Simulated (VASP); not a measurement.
# B13P10 in VASP: notebook

The runs below take B13P10 through single point, with PBE.

Program: VASP 6.6.1. These are calculated values, not measurements. Logs are shortened: lines on timing, memory, paths and dates and some standing lists are left out, and cuts for length are marked.

## Step 1: The cell of the first run

The cell holds an amorphous packing of atoms, 23 atoms: a = 6.569 Å, b = 6.742 Å, c = 7.050 Å, α = 87.76°, β = 92.86°, γ = 88.53°.

## Step 2: Single point, PBE

The input, INCAR:

```
SYSTEM = B13P10
ALGO = Normal ; EDIFF = 1E-6
ENCUT = 520 ; GGA = PE
ISIF = 2 ; ISMEAR = -1
ISYM = 0 ; LASPH = .True.
LCHARG = .True. ; LELF = .True.
LREAL = Auto ; LVHAR = .True.
LWAVE = .False. ; NBANDS = 62
NELM = 80 ; PREC = Accurate
SIGMA = 0.2482
```

The input, KPOINTS:

```
Automatic mesh
0
Gamma
  1 1 1
  0.25 0.25 0.25
```

The input, POSCAR:

```
B13P10
1.0
    6.5660210000      0.0873340000     -0.1704000000
    0.0873340000      6.7396190000      0.1358200000
   -0.1704000000      0.1358200000      7.0462260000
P B
10 13
Direct
    0.6756096394      0.6650239725      0.3314394580
    0.9552993355      0.0806102511      0.3386063011
    0.9083774181      0.9067559321      0.6276046101
    0.6189845032      0.7492561365      0.8874224288
    0.5408258101      0.1052728620      0.5805664703
    0.2388813902      0.6471194259      0.4992943213
    0.2735079808      0.0173146244     -0.0040827405
    0.1107373458      0.7575555327      0.0049418584
    0.2137451660      0.4098037856      0.2672831706
    0.5861346800      0.3015672305      0.9757493569
    0.7586316988      0.4680197240      0.8406496474
    0.8764837411      0.5091938580      0.5286008595
    0.2708102910      0.4320111125      0.7346027965
   -0.1909314481      0.8503881522      0.1597235971
    0.1558706056      0.2410127264      0.8455473899
    0.8944341184      0.6323481305      0.7266824894
    0.3007636672      0.2690868660      0.5020773888
    0.4773665064      0.5217717745      1.1900582255
    0.4016903493      0.8495387123      0.6431565902
    0.3948186191      0.6165036475      1.0220896360
    0.2587473714      1.0742647704      0.6586239089
    0.0216213416      0.4373869973      0.8722942430
    0.9361608301      0.4221610888      0.3326272655
```

Potentials or basis: VASP PAW PBE potentials, release 64 (P, B).

The run is started by

```
$ cat potpaw_PBE.64/P/POTCAR potpaw_PBE.64/B/POTCAR > POTCAR
$ mpirun -np 1 vasp_std > vasp.out
```

OUTCAR:

```text
SYSTEM = B13P10
   EDIFF = 1E-6
   ENCUT = 520
   GGA = PE
   ISIF = 2
   ISMEAR = -1
   ISYM = 0
   LASPH = .True.
   LREAL = Auto
   NELM = 80
   PREC = Accurate

 ion  position               nearest neighbor table
   1  0.676  0.665  0.331-  18 1.91  14 1.96  12 2.10  23 2.34
   2  0.955  0.081  0.339-  14 2.24  23 2.30   3 2.35   9 2.87
   3  0.908  0.907  0.628-  16 1.96   2 2.35   5 2.73   4 2.90   6 2.95
   4  0.619  0.749  0.887-  20 2.00  11 2.13  19 2.25  16 2.32  14 2.37   3 2.90
   5  0.541  0.105  0.581-  17 1.95  21 1.97  19 2.02   3 2.73
   6  0.239  0.647  0.499-  19 2.03  13 2.16   9 2.34   3 2.95
   7  0.274  0.017  0.996-  15 1.93   8 2.08  21 2.39  10 2.85
   8  0.111  0.758  0.005-  20 2.07   7 2.08  14 2.39  22 2.46  16 2.55
   9  0.214  0.410  0.267-  23 1.90  17 1.93  18 2.00   6 2.34  20 2.54   2 2.87
  10  0.586  0.302  0.976-  11 1.88  18 2.29  20 2.48   7 2.85
  11  0.759  0.468  0.841-  16 1.65  22 1.74  10 1.88   4 2.13
  12  0.876  0.509  0.529-  23 1.58  16 1.65   1 2.10
  13  0.271  0.432  0.735-  15 1.69  22 1.94  17 2.02   6 2.16
  14  0.809  0.850  0.160-   1 1.96   2 2.24   4 2.37   8 2.39
  15  0.156  0.241  0.846-  22 1.59  13 1.69  21 1.90   7 1.93
  16  0.894  0.632  0.727-  11 1.65  12 1.65  22 1.80   3 1.96   4 2.32   8 2.55
  17  0.301  0.269  0.502-  21 1.72   9 1.93   5 1.95  13 2.02
  18  0.477  0.522  0.190-  20 1.40   1 1.91   9 2.00  10 2.29
  19  0.402  0.850  0.643-  21 1.77   5 2.02   6 2.03   4 2.25
  20  0.395  0.617  0.022-  18 1.40   4 2.00   8 2.07  10 2.48   9 2.54
  21  0.259  0.074  0.659-  17 1.72  19 1.77  15 1.90   5 1.97   7 2.39
  22  0.022  0.437  0.872-  15 1.59  11 1.74  16 1.80  13 1.94   8 2.46
  23  0.936  0.422  0.333-  12 1.58   9 1.90   2 2.30   1 2.34

IMPORTANT INFORMATION: All symmetrisations will be switched off!
NOSYMM: (Re-)initialisation of all symmetry stuff for point group C_1.

----------------------------------------------------------------------------------------

                                     Primitive cell

  volume of cell :     311.4384

  direct lattice vectors                    reciprocal lattice vectors
     6.566021000  0.087334000 -0.170400000     0.152423194 -0.002050225  0.003725594
     0.087334000  6.739619000  0.135820000    -0.002050225  0.148461577 -0.002911262
    -0.170400000  0.135820000  7.046226000     0.003725594 -0.002911262  0.142066157

  length of vectors
     6.568812310  6.741553127  7.049594604     0.152482503  0.148504271  0.142144815

  position of ions in fractional coordinates (direct lattice)
     0.675609639  0.665023973  0.331439458
     0.955299336  0.080610251  0.338606301
     0.908377418  0.906755932  0.627604610
     0.618984503  0.749256137  0.887422429
     0.540825810  0.105272862  0.580566470
     0.238881390  0.647119426  0.499294321
[... 15 lines left out ...]
     0.021621342  0.437386997  0.872294243
     0.936160830  0.422161089  0.332627266

  ion indices of the primitive-cell ions
   primitive index   ion index
                 1           1
                 2           2
                 3           3
                 4           4
                 5           5
                 6           6
[... 15 lines left out ...]
                22          22
                23          23

----------------------------------------------------------------------------------------

 KPOINTS: Automatic mesh

Automatic generation of k-mesh.
 Grid dimensions read from file:
 generate k-points for:    1    1    1

 Generating k-lattice:

  Cartesian coordinates                     Fractional coordinates (reciprocal lattice)
     0.152423194 -0.002050225  0.003725594     1.000000000 -0.000000000 -0.000000000
    -0.002050225  0.148461577 -0.002911262     0.000000000  1.000000000  0.000000000
     0.003725594 -0.002911262  0.142066157    -0.000000000  0.000000000  1.000000000

  Length of vectors
     0.152482503  0.148504271  0.142144815

  Shift w.r.t. Gamma in fractional coordinates (k-lattice)
     0.250000000  0.250000000  0.250000000

 Subroutine IBZKPT returns following result:
 ===========================================

 Found      1 irreducible k-points:

 Following reciprocal coordinates:
            Coordinates               Weight
  0.250000  0.250000  0.250000      2.000000
   k-points           NKPTS =      1   k-points in BZ     NKDIM =      1   number of bands    NBANDS=     62
   number of dos      NEDOS =    301   number of ions     NIONS =     23
   total plane-waves  NPLWV = 135000
   dimension x,y,z NGX =    50 NGY =   50 NGZ =   54
   dimension x,y,z NGXF=   100 NGYF=  100 NGZF=  108
   ions per type =              10  13
   NGX,Y,Z   is equivalent  to a cutoff of  12.65, 12.33, 12.73 a.u.
   NGXF,Y,Z  is equivalent  to a cutoff of  25.31, 24.66, 25.47 a.u.
 SYSTEM =  B13P10
   PREC   = accura    normal or accurate (medium, high low for compatibility)
   ISTART =      0    job   : 0-new  1-cont  2-samecut
   ICHARG =      2    charge: 1-file 2-atom 10-const
   ISPIN  =      1    spin polarized calculation?
   LNONCOLLINEAR =      F non collinear calculations
   LSORBIT =      F    spin-orbit coupling
   LASPH  =      T    aspherical Exc in radial PAW
   ENCUT  =  520.0 eV  38.22 Ry    6.18 a.u.  12.21 12.53 13.11*2*pi/ulx,y,z
   NELM   =     80;   NELMIN=  2; NELMDL= -5     # of ELM steps
   EDIFF  = 0.1E-05   stopping-criterion for ELM
   LREAL  =      T    real-space projection
   EDIFFG = 0.1E-04   stopping-criterion for IOM
   NSW    =      0    number of steps for IOM
   IBRION =     -1    ionic relax: 0-MD 1-quasi-New 2-CG
   NFREE  =      0    steps in history (QN), initial steepest desc. (CG)
   ISIF   =      2    stress and relaxation
   ISYM   =      0    0-nonsym 1-usesym 2-fastsym
   POTIM  = 0.5000    time-step for ionic-motion
   TEBEG  =    0.0;   TEEND  =   0.0 temperature during run
   PSTRESS=    0.0 pullay stress
   NELECT =      89.0000    total number of electrons
   NUPDOWN=      -1.0000    fix difference up-down
   EMIN   =  10.00;   EMAX   =-10.00  energy-range for DOS
   EFERMI =   0.00;   METHOD = LEGACY
   ISMEAR =    -1;   SIGMA  =   0.25  broadening in eV -4-tet -1-fermi 0-gaus
   EFERMI_NEDOS =   21; number of points for ismear=-14 and -15
   IALGO  =     38    algorithm
   IMIX   =      4    mixing-type and parameters
     AMIX     =   0.40;   BMIX     =  1.00
     AMIX_MAG =   1.60;   BMIX_MAG =  1.00
  volume/ion in A,a.u.               =      13.54        91.38
  Fermi-wavevector in a.u.,A,eV,Ry     =   1.078320  2.037728 15.820486  1.162773
  Thomas-Fermi vector in A             =   2.214255
   LORBIT       =      0    0 simple, 1 ext, 2 COOP (PROOUT), +10 PAW based schemes
   GGA     = PE    functional components
   LHFCALC =     F    Hartree Fock is set to
   AEXX    =    0.0000 exact exchange contribution
   IVDW    =     0    specifies the selected vdW correction
   LEPSILON=     F    determine dielectric tensor
   LRPA    =     F    only Hartree local field effects (RPA)
 non-spin polarized calculation
  energy-cutoff  :      520.00
  volume of cell :      311.44
 maximum number of plane-waves:      8371
 NGX is ok and might be reduce to    48
   NGX = 25   NGY = 25   NGZ = 27

 number of electron      88.9999998 magnetization

 Free energy of the ion-electron system (eV)
  ---------------------------------------------------
  ext. energy  EPLUGINS =         0.00000000
  ---------------------------------------------------
  free energy    TOTEN  =      -122.30054699 eV

  energy without entropy =     -120.92036916  energy(sigma->0) =     -121.61045808

 E-fermi :   5.2573     XC(G=0): -10.1309

 val. band max:        5.1831343010   @ k =   0.2500   0.2500   0.2500
 cond. band min:       5.6173048253   @ k =   0.2500   0.2500   0.2500
 fundamental gap:      0.4341705243
 Fermi energy:         5.2573348216

 k-point     1 :       0.2500    0.2500    0.2500
  band No.  band energies     occupation
      1      -9.2267      2.00000
      2      -8.2400      2.00000
      3      -8.0889      2.00000
      4      -7.7660      2.00000
      5      -7.1083      2.00000
      6      -6.5762      2.00000
[... 48 lines left out ...]
     55       7.6891      0.00011
     56       7.9503      0.00004
 [bands above 56 left out]

------------------------ aborting loop because EDIFF is reached ----------------------------------------

  FORCE on cell =-STRESS in cart. coord.  units (eV):
  Direction    XX          YY          ZZ          XY          YZ          ZX
  --------------------------------------------------------------------------------------
  -------------------------------------------------------------------------------------
  Total       -8.2521809    -11.5073010      0.7412797     10.5867712     -6.3111702      0.3776797
  in kB      -42.4528845    -59.1986678      3.8134720     54.4630536    -32.4674630      1.9429524
  external PRESSURE =     -32.6126934 kB  Pullay stress =       0.0000000 kB

 VOLUME and BASIS-vectors are now :
 -----------------------------------------------------------------------------
  energy-cutoff  :      520.00
  volume of cell :      311.44
      direct lattice vectors                 reciprocal lattice vectors
     6.566021000  0.087334000 -0.170400000     0.152423194 -0.002050225  0.003725594
     0.087334000  6.739619000  0.135820000    -0.002050225  0.148461577 -0.002911262
    -0.170400000  0.135820000  7.046226000     0.003725594 -0.002911262  0.142066157

 POSITION                                       TOTAL-FORCE (eV/Angst)
 -----------------------------------------------------------------------------------
      4.43767      4.58603      2.31060         0.888443     -0.985182      0.083028
      6.22186      0.67270      2.23406        -0.250976     -0.947776     -1.184878
      5.93667      6.27576      4.39061         1.056989      1.932532      0.110707
      3.97848      5.22429      6.24927        -0.542824      0.156813     -0.240803
      3.46134      0.83558      4.01294         0.321139     -0.391782     -0.217942
      1.53994      4.45002      3.56533         0.148293      0.357556      2.258828
[... 15 lines left out ...]
      0.03153      3.06818      6.20210        -0.758346      1.110111     -0.966831
      6.12704      2.97214      2.24158        -0.721525     -1.229409     -0.205197
 -----------------------------------------------------------------------------------
    total drift:                               -0.006067      0.004570      0.002247

  FREE ENERGIE OF THE ION-ELECTRON SYSTEM (eV)
  ---------------------------------------------------
  free  energy   TOTEN  =      -122.3005469916 eV

  energy  without entropy=     -120.9203691606  energy(sigma->0) =     -121.61045808
```

Wall time 34 s (1 thread of Intel Xeon Platinum 8559C (Emerald Rapids), shared host); peak memory 0.32 GiB.

What came out:

- Free energy: -122.3005 eV
- Pressure: -3.3 GPa
- Largest force: 8.202 eV/Å

Forces on the atoms (eV/Å):
```
P    0.888 -0.985  0.083
P   -0.251 -0.948 -1.185
P    1.057  1.933  0.111
P   -0.543  0.157 -0.241
P    0.321 -0.392 -0.218
P    0.148  0.358  2.259
P    0.833  2.292 -0.517
P   -1.282 -1.294 -0.105
P    1.187 -1.489  0.867
P   -1.287  1.132  0.247
B   -0.029  0.354  0.381
B   -0.957  1.051  0.857
B   -0.124  0.744 -0.604
B    0.691  0.052 -0.523
B    0.499 -1.413 -0.012
B    0.185 -0.759 -0.403
B    0.284 -0.602  0.872
B    2.158 -4.389  5.191
B    1.068  0.902  0.132
B   -2.158  3.592 -7.050
B   -1.207 -0.173  1.032
B   -0.758  1.110 -0.967
B   -0.722 -1.229 -0.205
```

Caveat: the k points lie up to 0.96 Å⁻¹ apart.

## Step 3: Single point, PBE

The input, INCAR:

```
SYSTEM = B13P10
ALGO = Normal
EDIFF = 1E-6
ENCUT = 520
GGA = PE
ISIF = 2
ISMEAR = -1
ISYM = 0
LASPH = .TRUE.
LCHARG = .TRUE.
LELF = .TRUE.
LREAL = Auto
LVHAR = .TRUE.
LWAVE = .FALSE.
NBANDS = 62
NELM = 80
PREC = Accurate
SIGMA = 0.2482
```

KPOINTS is that of step 2.

The input, POSCAR:

```
B13P10
1.0
    6.5660210000      0.0873340000     -0.1704000000
    0.0873340000      6.7396190000      0.1358200000
   -0.1704000000      0.1358200000      7.0462260000
P B
10 13
Direct
    0.6389968559      0.7320194135      0.2869305054
    0.8259762311      0.0252557721      0.2817251548
    1.0282011333      0.8650502117      0.6227671882
    0.6294228649      0.6521700801      0.8359528797
    0.6487291834      0.2083260855      0.6097440820
    0.3513375587      0.6628835337      0.5384393118
    0.2782561761      0.0627204310     -0.0094981110
    0.0329560457      0.6869748895     -0.0302326691
    0.2468260926      0.2508751706      0.3027361456
    0.5768617079      0.3231769076      1.0880071612
    0.7111135298      0.2952041645      0.8575394993
    0.8154409872      0.5048546128      0.4691174809
    0.1772008452      0.5293513964      0.7577279692
   -0.1868667160      0.7544295617      0.0896923103
    0.1773195104      0.2376106024      0.7808868141
    0.7317196559      0.4654914836      0.6610789912
    0.3693634983      0.2445713189      0.5828044493
    0.3538169956      0.5188833246      1.2271008172
    0.5097299226      0.8684291287      0.6036429905
    0.3348388772      0.5412718068      0.9563939629
    0.3639852338      1.0275878016      0.7447831092
   -0.0488044064      0.4108725532      0.7685820777
    1.0787167967      0.4173006049      0.4305497119
```

Potentials or basis: VASP PAW PBE potentials, release 64 (P, B).

The run is started by

```
$ cat potpaw_PBE.64/P/POTCAR potpaw_PBE.64/B/POTCAR > POTCAR
$ mpirun -np 1 vasp_std > vasp.out
```

OUTCAR:

```text
SYSTEM = B13P10
   EDIFF = 1E-6
   ENCUT = 520
   GGA = PE
   ISIF = 2
   ISMEAR = -1
   ISYM = 0
   LASPH = .TRUE.
   LREAL = Auto
   NELM = 80
   PREC = Accurate

 ion  position               nearest neighbor table
   1  0.639  0.732  0.287-  14 1.85  12 2.22   2 2.35  18 2.42   6 2.69
   2  0.826  0.025  0.282-  14 2.32   1 2.35  10 2.82   3 2.85   5 2.94
   3  0.028  0.865  0.623-   6 2.60   8 2.68   2 2.85
   4  0.629  0.652  0.836-  16 1.93  19 2.25  14 2.25  20 2.28  11 2.45   6 2.71   8 2.79  10 2.83
[... 257 lines left out ...]
  Total       -0.3697046    -13.9510580     -7.7487982      8.1654859     -2.0957021     -3.7046007
  in kB       -1.9019248    -71.7704398    -39.8632602     42.0068867    -10.7812225    -19.0581115
  external PRESSURE =     -37.8452082 kB  Pullay stress =       0.0000000 kB

 VOLUME and BASIS-vectors are now :
 -----------------------------------------------------------------------------
  energy-cutoff  :      520.00
  volume of cell :      311.44
      direct lattice vectors                 reciprocal lattice vectors
     6.566021000  0.087334000 -0.170400000     0.152423194 -0.002050225  0.003725594
     0.087334000  6.739619000  0.135820000    -0.002050225  0.148461577 -0.002911262
    -0.170400000  0.135820000  7.046226000     0.003725594 -0.002911262  0.142066157

 POSITION                                       TOTAL-FORCE (eV/Angst)
 -----------------------------------------------------------------------------------
      4.21070      5.02831      2.01231        -0.013579     -0.730596      1.218651
      5.37758      0.28061      1.84778         0.328112     -1.049169     -0.358004
      0.15460      5.91716      4.50084         0.717452     -0.406547     -0.215458
      4.04731      4.56389      5.87164        -2.226592      2.071402      0.447077
      4.17386      1.54351      4.21415        -0.129926     -2.290189     -0.856499
      2.27303      4.57140      3.82413        -3.750811     -1.709567     -1.107143
[... 15 lines left out ...]
      6.15049      2.95658      5.30932         2.227531     -1.179702      1.010029
      0.47994      2.87780      3.07702        -2.298267      0.625684     -0.367825
 -----------------------------------------------------------------------------------
    total drift:                               -0.003375      0.000014      0.001211

  FREE ENERGIE OF THE ION-ELECTRON SYSTEM (eV)
  ---------------------------------------------------
  free  energy   TOTEN  =      -121.9791576523 eV

  energy  without entropy=     -120.3901867327  energy(sigma->0) =     -121.18467219
```

OSZICAR:

```text
N       E                     dE             d eps       ncg     rms          rms(c)
DAV:   1     0.293622643925E+03    0.29362E+03   -0.38165E+04   124   0.125E+03
DAV:   2    -0.103169657759E+03   -0.39679E+03   -0.37385E+03   152   0.215E+02
DAV:   3    -0.131241203994E+03   -0.28072E+02   -0.27334E+02   160   0.542E+01
DAV:   4    -0.131945022898E+03   -0.70382E+00   -0.70118E+00   168   0.902E+00
DAV:   5    -0.131958647366E+03   -0.13624E-01   -0.13611E-01   152   0.130E+00    0.222E+01
DAV:   6    -0.122341840236E+03    0.96168E+01   -0.34873E+01   152   0.214E+01    0.126E+01
DAV:   7    -0.122087783007E+03    0.25406E+00   -0.10726E+01   152   0.104E+01    0.709E+00
DAV:   8    -0.121988747518E+03    0.99035E-01   -0.11370E+00   144   0.349E+00    0.238E+00
DAV:   9    -0.121976356437E+03    0.12391E-01   -0.15833E-01   152   0.139E+00    0.106E+00
DAV:  10    -0.121978017019E+03   -0.16606E-02   -0.24154E-02   152   0.534E-01    0.500E-01
DAV:  11    -0.121978742819E+03   -0.72580E-03   -0.35804E-03   144   0.210E-01    0.192E-01
DAV:  12    -0.121979050690E+03   -0.30787E-03   -0.83066E-04   152   0.993E-02    0.643E-02
DAV:  13    -0.121979123714E+03   -0.73024E-04   -0.13694E-04   144   0.411E-02    0.325E-02
DAV:  14    -0.121979146655E+03   -0.22940E-04   -0.28919E-05   160   0.190E-02    0.148E-02
DAV:  15    -0.121979156210E+03   -0.95557E-05   -0.13809E-05   136   0.128E-02    0.431E-03
DAV:  16    -0.121979157321E+03   -0.11103E-05   -0.15884E-06   104   0.460E-03    0.242E-03
DAV:  17    -0.121979157652E+03   -0.33178E-06   -0.50949E-07    80   0.257E-03
   1 F= -.12197916E+03 E0= -.12118467E+03  d E =-.158897E+01
```

stdout:

```text
POSCAR found type information on POSCAR P B
 POSCAR found :  2 types and      23 ions
 scaLAPACK will be used
 LDA part: xc-table for (Slater+PW92), standard interpolation
 POSCAR, INCAR and KPOINTS ok, starting setup
 FFT: planning ... GRIDC
 FFT: planning ... GRID_SOFT
 FFT: planning ... GRID
 WAVECAR not read
 entering main loop
```

Wall time 36 s (1 thread of Intel Xeon Platinum 8559C (Emerald Rapids), shared host); peak memory 0.32 GiB.

What came out:

```yaml
Free_energy: -121.9792 eV
Pressure: -3.8 GPa
Largest_force: 4.759 eV/Å
```

Forces in eV/Å, atoms in the order of the input:
```
P   -0.014 -0.731  1.219
P    0.328 -1.049 -0.358
P    0.717 -0.407 -0.215
P   -2.227  2.071  0.447
P   -0.130 -2.290 -0.856
P   -3.751 -1.710 -1.107
P    0.008 -0.018  0.719
P    2.857  0.064 -1.746
P   -0.171  1.065  1.908
P   -0.542 -0.832 -0.089
B    1.832  1.124 -0.839
B    3.630  0.683 -3.001
B    0.925 -0.775  0.208
B   -1.403  0.396  0.002
B    0.337  1.013 -0.410
B   -1.602  1.447  3.600
B   -2.620 -0.585 -0.763
B    0.873 -0.260 -0.726
B    0.287  0.788  2.399
B    1.172  0.380  1.070
B   -0.437  0.177 -2.103
B    2.228 -1.180  1.010
B   -2.298  0.626 -0.368
```

Stress tensor (GPa, compression positive):
```
-0.19  4.20 -1.91
 4.20 -7.18 -1.08
-1.91 -1.08 -3.99
```

Levels at points of the mesh, in eV from the Fermi level:
| k point | band 43 | band 44 | band 45 | band 46 | band 47 | band 48 |
| --- | --- | --- | --- | --- | --- | --- |
| (0.25, 0.25, 0.25) | -0.36 | -0.26 | -0.09 | 0.38 | 0.41 | 0.74 |

Caveat: the k points lie up to 0.96 Å⁻¹ apart.
